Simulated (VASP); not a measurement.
# ZnS (P3_221) in VASP: single point with PBE+D3(BJ)

Aim: the single point of ZnS with PBE+D3(BJ).

Program: VASP 6.6.1. These are calculated values, not measurements. Logs are shortened: lines on timing, memory, paths and dates and some standing lists are left out, and cuts for length are marked.

## Step 1: The cell of the first run

Symmetry: P3_221, No. 154, trigonal system. Conventional cell: a = 3.756 Å, b = 3.756 Å, c = 8.613 Å, α = 90.00°, β = 90.00°, γ = 120.00°. Within 3.1 Å of Zn (site symmetry 2) lie 4 S at 2.36 to 2.37 Å. S (site symmetry 2) has 4 Zn at 2.36 to 2.37 Å within 3.1 Å.

## Step 2: Single point, PBE+D3(BJ)

Contents of INCAR:

```
  ALGO = Normal
  EDIFF = 1E-6
  ENCUT = 520
  GGA = PE
  ISIF = 2
  ISMEAR = 0
  IVDW = 12
  LASPH = True
  LCHARG = False
  LREAL = False
  LWAVE = False
  NBANDS = 36
  NELM = 60
  PREC = Accurate
  SIGMA = 0.1
```

Contents of KPOINTS:

```
k-points
0
Gamma
  6 6 2
```

Contents of POSCAR:

```
ZnS
1.0
    3.7564581611      0.0000000000      0.0000000000
   -1.8782290805      3.2531881957      0.0000000000
    0.0000000000      0.0000000000      8.6132974527
Zn S
3 3
Direct
    0.4966980720      0.4966980720      0.0000000000
    0.5033019280      0.0000000000      0.6666666667
    0.0000000000      0.5033019280      0.3333333333
    0.4997258528      0.4997258528      0.5000000000
    0.5002741472      0.0000000000      0.1666666667
    0.0000000000      0.5002741472      0.8333333333
```

Potentials or basis: VASP PAW PBE potentials, release 64 (Zn, S).

Run with:

```sh
cat potpaw_PBE.64/Zn/POTCAR potpaw_PBE.64/S/POTCAR > POTCAR
mpirun -np 1 vasp_std > vasp.out
```

OUTCAR:

```text
EDIFF = 1E-6
   ENCUT = 520
   GGA = PE
   ISIF = 2
   ISMEAR = 0
   IVDW = 12
   LASPH = True
   LREAL = False
   NELM = 60
   PREC = Accurate
 IVDW          = 12

 ion  position               nearest neighbor table
   1  0.497  0.497  0.000-   5 2.36   6 2.36   5 2.37   6 2.37
   2  0.503  0.000  0.667-   6 2.36   4 2.36   6 2.37   4 2.37
   3  0.000  0.503  0.333-   5 2.36   4 2.36   5 2.37   4 2.37
   4  0.500  0.500  0.500-   2 2.36   3 2.36   2 2.37   3 2.37
   5  0.500  0.000  0.167-   3 2.36   1 2.36   3 2.37   1 2.37
   6  0.000  0.500  0.833-   2 2.36   1 2.36   2 2.37   1 2.37

  LATTYP: Found a hexagonal cell.
 ALAT       =     3.7564581611
 C/A-ratio  =     2.2929304902

  Lattice vectors:

 A1 = (   3.7564581611,   0.0000000000,   0.0000000000)
 A2 = (  -1.8782290805,   3.2531881957,   0.0000000000)
 A3 = (   0.0000000000,   0.0000000000,   8.6132974527)

Analysis of symmetry for initial positions (statically):
=====================================================================
 Subroutine PRICEL returns:
 Original cell was already a primitive cell.

 Routine SETGRP: Setting up the symmetry group for a
 hexagonal supercell.

 Subroutine GETGRP returns: Found  6 space group operations
 (whereof  2 operations were pure point group operations)
 out of a pool of 24 trial point group operations.

The static configuration has the point symmetry C_2 .
 The point group associated with its full space group is D_3 .

Analysis of symmetry for dynamics (positions and initial velocities):
=====================================================================
 Subroutine PRICEL returns:
 Original cell was already a primitive cell.

 Routine SETGRP: Setting up the symmetry group for a
 hexagonal supercell.

 Subroutine GETGRP returns: Found  6 space group operations
 (whereof  2 operations were pure point group operations)
 out of a pool of 24 trial point group operations.

The dynamic configuration has the point symmetry C_2 .
 The point group associated with its full space group is D_3 .

 Subroutine INISYM returns: Found  6 space group operations
 (whereof  2 operations are pure point group operations),
 and found     1 'primitive' translations

----------------------------------------------------------------------------------------

                                     Primitive cell

  volume of cell :     105.2585

  direct lattice vectors                    reciprocal lattice vectors
     3.756458161  0.000000000  0.000000000     0.266208209  0.153695381  0.000000000
    -1.878229080  3.253188196  0.000000000     0.000000000  0.307390762  0.000000000
     0.000000000  0.000000000  8.613297453     0.000000000  0.000000000  0.116099555

  length of vectors
     3.756458161  3.756458161  8.613297453     0.307390762  0.307390762  0.116099555

  position of ions in fractional coordinates (direct lattice)
     0.496698072  0.496698072  0.000000000
     0.503301928  0.000000000  0.666666667
     1.000000000  0.503301928  0.333333333
     0.499725853  0.499725853  0.500000000
     0.500274147  0.000000000  0.166666667
     1.000000000  0.500274147  0.833333333

  ion indices of the primitive-cell ions
   primitive index   ion index
                 1           1
                 2           2
                 3           3
                 4           4
                 5           5
                 6           6

----------------------------------------------------------------------------------------

 KPOINTS: k-points

Automatic generation of k-mesh.
 Grid dimensions read from file:
 generate k-points for:    6    6    2

 Generating k-lattice:

  Cartesian coordinates                     Fractional coordinates (reciprocal lattice)
     0.044368035  0.025615897  0.000000000     0.166666667  0.000000000  0.000000000
     0.000000000  0.051231794  0.000000000     0.000000000  0.166666667  0.000000000
     0.000000000  0.000000000  0.058049777     0.000000000  0.000000000  0.500000000

  Length of vectors
     0.051231794  0.051231794  0.058049777

  Shift w.r.t. Gamma in fractional coordinates (k-lattice)
     0.000000000  0.000000000  0.000000000

 Subroutine IBZKPT returns following result:
 ===========================================

 Found     14 irreducible k-points:

 Following reciprocal coordinates:
            Coordinates               Weight
  0.000000  0.000000  0.000000      1.000000
  0.166667 -0.000000  0.000000      6.000000
  0.333333 -0.000000  0.000000      6.000000
  0.500000 -0.000000  0.000000      3.000000
  0.166667  0.166667  0.000000      6.000000
  0.333333  0.166667  0.000000     12.000000
  0.333333  0.333333  0.000000      2.000000
  0.000000  0.000000  0.500000      1.000000
  0.166667 -0.000000  0.500000      6.000000
  0.333333 -0.000000  0.500000      6.000000
  0.500000 -0.000000  0.500000      3.000000
  0.166667  0.166667  0.500000      6.000000
  0.333333  0.166667  0.500000     12.000000
  0.333333  0.333333  0.500000      2.000000
   k-points           NKPTS =     14   k-points in BZ     NKDIM =     14   number of bands    NBANDS=     36
   number of dos      NEDOS =    301   number of ions     NIONS =      6
   total plane-waves  NPLWV =  50176
   dimension x,y,z NGX =    28 NGY =   28 NGZ =   64
   dimension x,y,z NGXF=    56 NGYF=   56 NGZF=  128
   ions per type =               3   3
   NGX,Y,Z   is equivalent  to a cutoff of  12.39, 12.39, 12.35 a.u.
   NGXF,Y,Z  is equivalent  to a cutoff of  24.78, 24.78, 24.71 a.u.
 SYSTEM =  unknown system
   PREC   = accura    normal or accurate (medium, high low for compatibility)
   ISTART =      0    job   : 0-new  1-cont  2-samecut
   ICHARG =      2    charge: 1-file 2-atom 10-const
   ISPIN  =      1    spin polarized calculation?
   LNONCOLLINEAR =      F non collinear calculations
   LSORBIT =      F    spin-orbit coupling
   LASPH  =      T    aspherical Exc in radial PAW
   ENCUT  =  520.0 eV  38.22 Ry    6.18 a.u.   6.98  6.98 16.02*2*pi/ulx,y,z
   NELM   =     60;   NELMIN=  2; NELMDL= -5     # of ELM steps
   EDIFF  = 0.1E-05   stopping-criterion for ELM
   LREAL  =      F    real-space projection
   EDIFFG = 0.1E-04   stopping-criterion for IOM
   NSW    =      0    number of steps for IOM
   IBRION =     -1    ionic relax: 0-MD 1-quasi-New 2-CG
   NFREE  =      0    steps in history (QN), initial steepest desc. (CG)
   ISIF   =      2    stress and relaxation
   ISYM   =      2    0-nonsym 1-usesym 2-fastsym
   POTIM  = 0.5000    time-step for ionic-motion
   TEBEG  =    0.0;   TEEND  =   0.0 temperature during run
   PSTRESS=    0.0 pullay stress
   NELECT =      54.0000    total number of electrons
   NUPDOWN=      -1.0000    fix difference up-down
   EMIN   =  10.00;   EMAX   =-10.00  energy-range for DOS
   EFERMI =   0.00;   METHOD = LEGACY
   ISMEAR =     0;   SIGMA  =   0.10  broadening in eV -4-tet -1-fermi 0-gaus
   EFERMI_NEDOS =   21; number of points for ismear=-14 and -15
   IALGO  =     38    algorithm
   IMIX   =      4    mixing-type and parameters
     AMIX     =   0.40;   BMIX     =  1.00
     AMIX_MAG =   1.60;   BMIX_MAG =  1.00
  volume/ion in A,a.u.               =      17.54       118.39
  Fermi-wavevector in a.u.,A,eV,Ry     =   1.310550  2.476581 23.368578  1.717542
  Thomas-Fermi vector in A             =   2.441073
   LORBIT       =      0    0 simple, 1 ext, 2 COOP (PROOUT), +10 PAW based schemes
   GGA     = PE    functional components
   LHFCALC =     F    Hartree Fock is set to
   AEXX    =    0.0000 exact exchange contribution
   IVDW    =    12    specifies the selected vdW correction
   LEPSILON=     F    determine dielectric tensor
   LRPA    =     F    only Hartree local field effects (RPA)
 non-spin polarized calculation
 Gauss-broadening in eV      SIGMA  =   0.10
  energy-cutoff  :      520.00
  volume of cell :      105.26
 maximum number of plane-waves:      2854
 NGX is ok and might be reduce to    28
   NGX = 13   NGY = 13   NGZ = 33

 number of electron      54.0000024 magnetization

 Free energy of the ion-electron system (eV)
  ---------------------------------------------------
  ext. energy  EPLUGINS =         0.00000000
  ---------------------------------------------------
  free energy    TOTEN  =       -19.37072471 eV

  energy without entropy =      -19.37072471  energy(sigma->0) =      -19.37072471

 E-fermi :   3.8595     XC(G=0): -10.3978

 val. band max:        3.3656343271   @ k =   0.0000   0.0000   0.5000
 cond. band min:       4.9674321521   @ k =   0.0000   0.0000   0.0000
 fundamental gap:      1.6017978249
 Fermi energy:         3.8595397673

 k-point     1 :       0.0000    0.0000    0.0000
  band No.  band energies     occupation
      1     -10.4321      2.00000
      2      -9.3255      2.00000
      3      -9.3254      2.00000
      4      -3.4563      2.00000
      5      -3.4563      2.00000
      6      -3.4175      2.00000
[... 28 lines left out ...]
     35      11.2259      0.00000
     36      11.7360      0.00000

 k-point     2 :       0.1667   -0.0000    0.0000
  band No.  band energies     occupation
      1     -10.2105      2.00000
      2      -9.2020      2.00000
      3      -9.1943      2.00000
      4      -3.4930      2.00000
      5      -3.4405      2.00000
      6      -3.3599      2.00000
[... 28 lines left out ...]
     35      10.5916      0.00000
     36      11.4381      0.00000

 k-point     3 :       0.3333   -0.0000    0.0000
  band No.  band energies     occupation
      1      -9.6566      2.00000
      2      -8.9505      2.00000
      3      -8.9369      2.00000
      4      -3.5252      2.00000
      5      -3.3733      2.00000
      6      -3.3435      2.00000
[... 28 lines left out ...]
     35      11.2004      0.00000
     36      12.2925      0.00000
[... 352 lines left out ...]
 k-point    13 :       0.3333    0.1667    0.5000
  band No.  band energies     occupation
      1      -9.1983      2.00000
      2      -9.0474      2.00000
      3      -8.7070      2.00000
      4      -3.6512      2.00000
      5      -3.3363      2.00000
      6      -3.2988      2.00000
[... 28 lines left out ...]
     35      10.8060      0.00000
     36      12.1414      0.00000

 k-point    14 :       0.3333    0.3333    0.5000
  band No.  band energies     occupation
      1      -9.0105      2.00000
      2      -8.8134      2.00000
      3      -8.8134      2.00000
      4      -3.7871      2.00000
      5      -3.2309      2.00000
      6      -3.2309      2.00000
[... 28 lines left out ...]
     35      11.6862      0.00000
     36      11.7751      0.00000

------------------------ aborting loop because EDIFF is reached ----------------------------------------

 Edisp (eV)   -2.09924

 E8    (eV) :    -0.8272

  FORCE on cell =-STRESS in cart. coord.  units (eV):
  Direction    XX          YY          ZZ          XY          YZ          ZX
  --------------------------------------------------------------------------------------
  -------------------------------------------------------------------------------------
  Total      -0.01672    -0.01672     0.33130    -0.00000     0.00000     0.00000
  in kB      -0.25456    -0.25456     5.04283    -0.00000     0.00000     0.00000
  external pressure =        1.51 kB  Pullay stress =        0.00 kB

 VOLUME and BASIS-vectors are now :
 -----------------------------------------------------------------------------
  energy-cutoff  :      520.00
  volume of cell :      105.26
      direct lattice vectors                 reciprocal lattice vectors
     3.756458161  0.000000000  0.000000000     0.266208209  0.153695381  0.000000000
    -1.878229080  3.253188196  0.000000000     0.000000000  0.307390762  0.000000000
     0.000000000  0.000000000  8.613297453     0.000000000  0.000000000  0.116099555

 POSITION                                       TOTAL-FORCE (eV/Angst)
 -----------------------------------------------------------------------------------
      0.93291      1.61585      0.00000         0.007951      0.013772      0.000000
      1.89063      0.00000      5.74220        -0.015903     -0.000000     -0.000000
     -0.94532      1.63734      2.87110         0.007951     -0.013772      0.000000
      0.93860      1.62570      4.30665        -0.006800     -0.011778      0.000000
      1.87926      0.00000      1.43555         0.013600     -0.000000      0.000000
     -0.93963      1.62749      7.17775        -0.006800      0.011778      0.000000
 -----------------------------------------------------------------------------------
    total drift:                                0.000053      0.000091      0.000001

  FREE ENERGIE OF THE ION-ELECTRON SYSTEM (eV)
  ---------------------------------------------------
  free  energy   TOTEN  =       -21.4699598512 eV

  energy  without entropy=      -21.4699598512  energy(sigma->0) =      -21.46995985
```

Run time: 50 s. Hardware: 1 thread of AMD EPYC 7R13 (Zen 3), shared host; peak memory 0.2 GiB.

Results:

* Free energy: -21.4700 eV
* Pressure: 0.2 GPa
* Largest force: 0.016 eV/Å
* Band gap on the k mesh: 1.60 eV (least direct gap 1.75 eV)
* Dispersion energy per atom: -0.350 eV

Forces on the atoms (eV/Å):
```
Zn   0.008  0.014  0.000
Zn  -0.016  0.000  0.000
Zn   0.008 -0.014  0.000
S   -0.007 -0.012  0.000
S    0.014  0.000  0.000
S   -0.007  0.012  0.000
```

Stress tensor (GPa, compression positive):
```
-0.03  0.00  0.00
 0.00 -0.03  0.00
 0.00  0.00  0.50
```
